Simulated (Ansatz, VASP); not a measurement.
## One calculation of BaS, two programs

```
Ba S
1.0
     0.00000    3.37239    3.37239
     3.37239    0.00000    3.37239
     3.37239    3.37239    0.00000
Ba S
1 1
Direct
  0.00000 0.00000 0.00000
  0.50000 0.50000 0.50000
```

Change from the starting cell: hydrostatic strain +5.0%.

Alike in both runs: task single point; functional r2SCAN; k mesh 8 × 8 × 8; no spin polarisation.

```csv
,VASP,Ansatz
version,VASP 6.6.1,Ansatz 0.2.0
potentials or method,"VASP PAW PBE potentials, release 64 (Ba_sv, S)","plane waves, PAW"
plane-wave cutoff (eV),520,500
occupations,"gaussian, width 0.01 eV",fixed
valence electrons in the cell,16,16
```

Ansatz gave:

| Property | Result |
| --- | --- |
| gap on the k mesh at the Fermi level (eV) | 2.72 |
| pressure (GPa) | -4.7 |

**Question.** Estimate VASP's values.

**Answer.** gap on the k mesh at the Fermi level (eV): 2.66; pressure (GPa): -4.4.

VASP's potentials were made for PBE, not for r2SCAN.

Neither program's run includes spin-orbit coupling.
